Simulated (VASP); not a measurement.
# Te3P (P4/mmm) in VASP: single point with PBE

Aim: the single point of Te3P with PBE.

Everything below comes from runs of VASP 6.6.1. Logs are shortened: lines on timing, memory, paths and dates and some standing lists are left out, and cuts for length are marked.

## (1) The cell of the first run

Symmetry: P4/mmm, No. 123, tetragonal system. The conventional cell has a = 5.104 Å, b = 5.104 Å, c = 3.871 Å, α = 90.00°, β = 90.00°, γ = 90.00°. Te (site symmetry mmm) has 10 Te at 3.20 to 3.87 Å and 4 P at 3.20 Å within 4.2 Å. Within 4.2 Å of Te (site symmetry 4/mmm) lie 10 Te at 3.20 to 3.87 Å and 4 P at 3.61 Å. P (site symmetry 4/mmm) has 12 Te at 3.20 to 3.61 Å and 2 P at 3.87 Å within 4.2 Å.

## (2) Single point, PBE

Contents of INCAR:

```
SYSTEM = Te3P
PREC     = Accurate       ! precision mode
ENCUT    = 520            ! plane-wave cutoff, eV
EDIFF    = 1E-7           ! SCF threshold, eV
ISMEAR   = 0              ! smearing method
SIGMA    = 0.1            ! smearing width, eV
LREAL    = .FALSE.        ! projectors in reciprocal space
LASPH    = .TRUE.         ! aspherical terms in the spheres
NELM     = 80             ! most SCF steps
ALGO     = Normal         ! electronic algorithm
ISIF     = 2              ! what is computed and relaxed
LWAVE    = .FALSE.        ! write WAVECAR
LCHARG   = .FALSE.        ! write CHGCAR
GGA      = PE             ! functional
NBANDS   = 20             ! bands
```

Contents of KPOINTS:

```
Automatic mesh
0
G
  4 4 4
  0 0 0
```

Contents of POSCAR:

```
Te3P
1.0
    5.1041027697      0.0000000000      0.0000000000
    0.0000000000      5.1041027697      0.0000000000
    0.0000000000      0.0000000000      3.8709974657
Te P
3 1
Direct
    0.0000000000      0.5000000000      0.5000000000
    0.5000000000      0.0000000000      0.5000000000
    0.5000000000      0.5000000000      0.0000000000
    0.0000000000      0.0000000000      0.0000000000
```

Potentials or basis: VASP PAW PBE potentials, release 64 (Te, P).

On the command line:

```bash
> cat potpaw_PBE.64/Te/POTCAR potpaw_PBE.64/P/POTCAR > POTCAR
> mpirun -np 1 vasp_std > vasp.out
```

OUTCAR:

```text
SYSTEM = Te3P
   PREC = Accurate
   ENCUT = 520
   EDIFF = 1E-7
   ISMEAR = 0
   LREAL = .FALSE.
   LASPH = .TRUE.
   NELM = 80
   ISIF = 2
   GGA = PE

 ion  position               nearest neighbor table
   1  0.000  0.500  0.500-   3 3.20   4 3.20   3 3.20   4 3.20   4 3.20   4 3.20   3 3.20   3 3.20
                             2 3.61   2 3.61   2 3.61   2 3.61
   2  0.500  0.000  0.500-   3 3.20   4 3.20   3 3.20   4 3.20   3 3.20   3 3.20   4 3.20   4 3.20
                             1 3.61   1 3.61   1 3.61   1 3.61
   3  0.500  0.500  0.000-   1 3.20   2 3.20   1 3.20   2 3.20   2 3.20   2 3.20   1 3.20   1 3.20

   4  0.000  0.000  0.000-   1 3.20   2 3.20   1 3.20   2 3.20   1 3.20   1 3.20   2 3.20   2 3.20

  LATTYP: Found a simple tetragonal cell.
 ALAT       =     5.1041027697
 C/A-ratio  =     0.7584089977

  Lattice vectors:

 A1 = (   5.1041027697,   0.0000000000,   0.0000000000)
 A2 = (   0.0000000000,   5.1041027697,   0.0000000000)
 A3 = (   0.0000000000,   0.0000000000,   3.8709974657)

Analysis of symmetry for initial positions (statically):
=====================================================================
 Subroutine PRICEL returns:
 Original cell was already a primitive cell.

 Routine SETGRP: Setting up the symmetry group for a
 simple tetragonal supercell.

 Subroutine GETGRP returns: Found 16 space group operations
 (whereof 16 operations were pure point group operations)
 out of a pool of 16 trial point group operations.

The static configuration has the point symmetry D_4h.

Analysis of symmetry for dynamics (positions and initial velocities):
=====================================================================
 Subroutine PRICEL returns:
 Original cell was already a primitive cell.

 Routine SETGRP: Setting up the symmetry group for a
 simple tetragonal supercell.

 Subroutine GETGRP returns: Found 16 space group operations
 (whereof 16 operations were pure point group operations)
 out of a pool of 16 trial point group operations.

The dynamic configuration has the point symmetry D_4h.

 Subroutine INISYM returns: Found 16 space group operations
 (whereof 16 operations are pure point group operations),
 and found     1 'primitive' translations

----------------------------------------------------------------------------------------

                                     Primitive cell

  volume of cell :     100.8467

  direct lattice vectors                    reciprocal lattice vectors
     5.104102770  0.000000000  0.000000000     0.195920820  0.000000000  0.000000000
     0.000000000  5.104102770  0.000000000     0.000000000  0.195920820  0.000000000
     0.000000000  0.000000000  3.870997466     0.000000000  0.000000000  0.258331350

  length of vectors
     5.104102770  5.104102770  3.870997466     0.195920820  0.195920820  0.258331350

  position of ions in fractional coordinates (direct lattice)
     0.000000000  0.500000000  0.500000000
     0.500000000  0.000000000  0.500000000
     0.500000000  0.500000000  0.000000000
     0.000000000  0.000000000  0.000000000

  ion indices of the primitive-cell ions
   primitive index   ion index
                 1           1
                 2           2
                 3           3
                 4           4

----------------------------------------------------------------------------------------

 KPOINTS: Automatic mesh

Automatic generation of k-mesh.
 Grid dimensions read from file:
 generate k-points for:    4    4    4

 Generating k-lattice:

  Cartesian coordinates                     Fractional coordinates (reciprocal lattice)
     0.048980205  0.000000000  0.000000000     0.250000000  0.000000000  0.000000000
     0.000000000  0.048980205  0.000000000     0.000000000  0.250000000  0.000000000
     0.000000000  0.000000000  0.064582837     0.000000000  0.000000000  0.250000000

  Length of vectors
     0.048980205  0.048980205  0.064582837

  Shift w.r.t. Gamma in fractional coordinates (k-lattice)
     0.000000000  0.000000000  0.000000000

 Subroutine IBZKPT returns following result:
 ===========================================

 Found     18 irreducible k-points:

 Following reciprocal coordinates:
            Coordinates               Weight
  0.000000  0.000000  0.000000      1.000000
  0.250000  0.000000  0.000000      4.000000
  0.500000  0.000000  0.000000      2.000000
  0.250000  0.250000  0.000000      4.000000
  0.500000  0.250000  0.000000      4.000000
  0.500000  0.500000  0.000000      1.000000
[... 10 lines left out ...]
  0.500000  0.250000  0.500000      4.000000
  0.500000  0.500000  0.500000      1.000000
   k-points           NKPTS =     18   k-points in BZ     NKDIM =     18   number of bands    NBANDS=     20
   number of dos      NEDOS =    301   number of ions     NIONS =      4
   total plane-waves  NPLWV =  48000
   dimension x,y,z NGX =    40 NGY =   40 NGZ =   30
   dimension x,y,z NGXF=    80 NGYF=   80 NGZF=   60
   ions per type =               3   1
   NGX,Y,Z   is equivalent  to a cutoff of  13.03, 13.03, 12.88 a.u.
   NGXF,Y,Z  is equivalent  to a cutoff of  26.06, 26.06, 25.77 a.u.
 SYSTEM =  Te3P
   PREC   = accura    normal or accurate (medium, high low for compatibility)
   ISTART =      0    job   : 0-new  1-cont  2-samecut
   ICHARG =      2    charge: 1-file 2-atom 10-const
   ISPIN  =      1    spin polarized calculation?
   LNONCOLLINEAR =      F non collinear calculations
   LSORBIT =      F    spin-orbit coupling
   LASPH  =      T    aspherical Exc in radial PAW
   ENCUT  =  520.0 eV  38.22 Ry    6.18 a.u.   9.49  9.49  7.20*2*pi/ulx,y,z
   NELM   =     80;   NELMIN=  2; NELMDL= -5     # of ELM steps
   EDIFF  = 0.1E-06   stopping-criterion for ELM
   LREAL  =      F    real-space projection
   EDIFFG = 0.1E-05   stopping-criterion for IOM
   NSW    =      0    number of steps for IOM
   IBRION =     -1    ionic relax: 0-MD 1-quasi-New 2-CG
   NFREE  =      0    steps in history (QN), initial steepest desc. (CG)
   ISIF   =      2    stress and relaxation
   ISYM   =      2    0-nonsym 1-usesym 2-fastsym
   POTIM  = 0.5000    time-step for ionic-motion
   TEBEG  =    0.0;   TEEND  =   0.0 temperature during run
   PSTRESS=    0.0 pullay stress
   NELECT =      23.0000    total number of electrons
   NUPDOWN=      -1.0000    fix difference up-down
   EMIN   =  10.00;   EMAX   =-10.00  energy-range for DOS
   EFERMI =   0.00;   METHOD = LEGACY
   ISMEAR =     0;   SIGMA  =   0.10  broadening in eV -4-tet -1-fermi 0-gaus
   EFERMI_NEDOS =   21; number of points for ismear=-14 and -15
   IALGO  =     38    algorithm
   IMIX   =      4    mixing-type and parameters
     AMIX     =   0.40;   BMIX     =  1.00
     AMIX_MAG =   1.60;   BMIX_MAG =  1.00
  volume/ion in A,a.u.               =      25.21       170.14
  Fermi-wavevector in a.u.,A,eV,Ry     =   1.000223  1.890148 13.611897  1.000446
  Thomas-Fermi vector in A             =   2.132565
   LORBIT       =      0    0 simple, 1 ext, 2 COOP (PROOUT), +10 PAW based schemes
   GGA     = PE    functional components
   LHFCALC =     F    Hartree Fock is set to
   AEXX    =    0.0000 exact exchange contribution
   IVDW    =     0    specifies the selected vdW correction
   LEPSILON=     F    determine dielectric tensor
   LRPA    =     F    only Hartree local field effects (RPA)
 non-spin polarized calculation
 Gauss-broadening in eV      SIGMA  =   0.10
  energy-cutoff  :      520.00
  volume of cell :      100.85
 maximum number of plane-waves:      2742
 NGX is ok and might be reduce to    40
   NGX = 19   NGY = 19   NGZ = 15

 number of electron      23.0000000 magnetization

 Free energy of the ion-electron system (eV)
  ---------------------------------------------------
  ext. energy  EPLUGINS =         0.00000000
  ---------------------------------------------------
  free energy    TOTEN  =       -12.51911867 eV

  energy without entropy =      -12.50572025  energy(sigma->0) =      -12.51241946

 E-fermi :   8.0019     XC(G=0): -10.2816

 val. band max:        7.9704883328   @ k =   0.2500   0.0000   0.2500
 cond. band min:       8.0694840856   @ k =   0.0000   0.0000   0.0000
 fundamental gap:      0.0989957528
 Fermi energy:         8.0019126672

 k-point     1 :       0.0000    0.0000    0.0000
  band No.  band energies     occupation
      1      -6.2321      2.00000
      2      -2.6431      2.00000
      3      -1.9849      2.00000
      4       0.1595      2.00000
      5       1.9430      2.00000
      6       1.9430      2.00000
[... 12 lines left out ...]
     19      13.4169      0.00000
     20      13.5871      0.00000

 k-point     2 :       0.2500    0.0000    0.0000
  band No.  band energies     occupation
      1      -5.9244      2.00000
      2      -3.4067      2.00000
      3      -2.0200      2.00000
      4      -0.2701      2.00000
      5       2.2554      2.00000
      6       3.5663      2.00000
[... 12 lines left out ...]
     19      13.9015      0.00000
     20      14.4150      0.00000

 k-point     3 :       0.5000    0.0000    0.0000
  band No.  band energies     occupation
      1      -5.3080      2.00000
      2      -4.4737      2.00000
      3      -1.6899      2.00000
      4      -0.8251      2.00000
      5       2.8639      2.00000
      6       3.7491      2.00000
[... 12 lines left out ...]
     19      15.0860      0.00000
     20      15.2440      0.00000

 k-point     4 :       0.2500    0.2500    0.0000
  band No.  band energies     occupation
      1      -5.6162      2.00000
      2      -3.3678      2.00000
      3      -2.8018      2.00000
      4      -0.8655      2.00000
      5       3.7555      2.00000
      6       3.8477      2.00000
[... 291 lines left out ...]
 k-point    17 :       0.5000    0.2500    0.5000
  band No.  band energies     occupation
      1      -3.3123      2.00000
      2      -3.1532      2.00000
      3      -3.0790      2.00000
      4      -1.5684      2.00000
      5       2.0157      2.00000
      6       2.5351      2.00000
[... 12 lines left out ...]
     19      15.2327      0.00000
     20      15.4641      0.00000

 k-point    18 :       0.5000    0.5000    0.5000
  band No.  band energies     occupation
      1      -3.1869      2.00000
      2      -2.9834      2.00000
      3      -2.9834      2.00000
      4      -1.3781      2.00000
      5       1.2318      2.00000
      6       1.8564      2.00000
[... 12 lines left out ...]
     19      14.3414      0.00000
     20      14.4353      0.00000

------------------------ aborting loop because EDIFF is reached ----------------------------------------

  FORCE on cell =-STRESS in cart. coord.  units (eV):
  Direction    XX          YY          ZZ          XY          YZ          ZX
  --------------------------------------------------------------------------------------
  -------------------------------------------------------------------------------------
  Total       -0.1079751     -0.1079751     -0.1532851      0.0000000      0.0000000      0.0000000
  in kB       -1.7154273     -1.7154273     -2.4352796      0.0000000      0.0000000      0.0000000
  external PRESSURE =      -1.9553781 kB  Pullay stress =       0.0000000 kB

 VOLUME and BASIS-vectors are now :
 -----------------------------------------------------------------------------
  energy-cutoff  :      520.00
  volume of cell :      100.85
      direct lattice vectors                 reciprocal lattice vectors
     5.104102770  0.000000000  0.000000000     0.195920820  0.000000000  0.000000000
     0.000000000  5.104102770  0.000000000     0.000000000  0.195920820  0.000000000
     0.000000000  0.000000000  3.870997466     0.000000000  0.000000000  0.258331350

 POSITION                                       TOTAL-FORCE (eV/Angst)
 -----------------------------------------------------------------------------------
      0.00000      2.55205      1.93550         0.000000      0.000000      0.000000
      2.55205      0.00000      1.93550         0.000000      0.000000      0.000000
      2.55205      2.55205      0.00000         0.000000      0.000000      0.000000
      0.00000      0.00000      0.00000         0.000000      0.000000      0.000000
 -----------------------------------------------------------------------------------
    total drift:                                0.000000     -0.000000     -0.000000

  FREE ENERGIE OF THE ION-ELECTRON SYSTEM (eV)
  ---------------------------------------------------
  free  energy   TOTEN  =       -12.5191186684 eV

  energy  without entropy=      -12.5057202517  energy(sigma->0) =      -12.51241946
```

It took 42 s on 1 thread of Intel Xeon 8259CL, shared host; peak memory 0.22 GiB.

What came out:

* Free energy: -12.5191 eV
* Pressure: -0.2 GPa
* Band gap on the k mesh: zero (an odd number of electrons rules out a gap without spin polarisation)

Caveat: the k points lie up to 0.41 Å⁻¹ apart, too coarse for converged energies and pressures of a metal; spin-orbit coupling is left out, which moves the levels of the heavy elements.

The gap in the log of VASP goes by the Fermi energy; the results here count the filled bands.